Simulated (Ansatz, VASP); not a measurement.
Be: VASP beside Ansatz

The input INCAR:

```
SYSTEM = Be
  ALGO = Normal
  EDIFF = 1E-7
  ENCUT = 520
  GGA = RP
  ISIF = 2
  ISMEAR = -1
  LASPH = .TRUE.
  LCHARG = .FALSE.
  LREAL = .FALSE.
  LWAVE = .FALSE.
  NBANDS = 7
  NELM = 60
  PREC = Accurate
  SIGMA = 0.1
```

The input KPOINTS:

```
k-points
0
G
  19 19 19
  0 0 0
```

File POSCAR:

```
Be
1.0
    0.0000000000      1.5500096599      1.5500096599
    1.5500096599      0.0000000000      1.5500096599
    1.5500096599      1.5500096599      0.0000000000
Be
1
Direct
    0.0000000000      0.0000000000      0.0000000000
```

Input for Ansatz:

```yaml
crystal:
  lattice:
    - [0.0, 1.5500096599, 1.5500096599]
    - [1.5500096599, 0.0, 1.5500096599]
    - [1.5500096599, 1.5500096599, 0.0]
  atoms:
    - { symbol: Be, position: [0.0, 0.0, 0.0] }
hamiltonian:
  xc: rpbe
  pseudopotentials:
    kind: paw
    azcp:
      Be: "pseudopotentials/Be.paw.azcp"
basis:
  ecutwfc: 420
  fft_grid_basis: typed
kpoints:
  mp_grid: { grid: [19, 19, 19], shift: [0, 0, 0] }
magnetization:
  spin_polarized: false
scf:
  occupations: { method: fermi_dirac, width: 0.1 }
  lower_state_search: "off"
output:
  stress: true
  write_density: true
  write_potential: true
  elf: true
  volumetric_format: npy
```

Alike in both runs: task single point; functional RPBE; k mesh 19 × 19 × 19; occupations fermi-dirac, width 0.1 eV; no spin polarisation.

|  | VASP | Ansatz |
| --- | --- | --- |
| version | VASP 6.6.1 | Ansatz 0.2.0 |
| potentials or method | VASP PAW PBE potentials, release 64 (Be), cutoff 520 eV | plane waves (420 eV) with PAW, scalar-relativistic |
| valence electrons in the cell | 2 | 2 |

|  | VASP | Ansatz | Ansatz less VASP |
| --- | --- | --- | --- |
| pressure (GPa) | 11.0 | 11.0 | -0.04 |

VASP's potentials were made for PBE, not for RPBE.
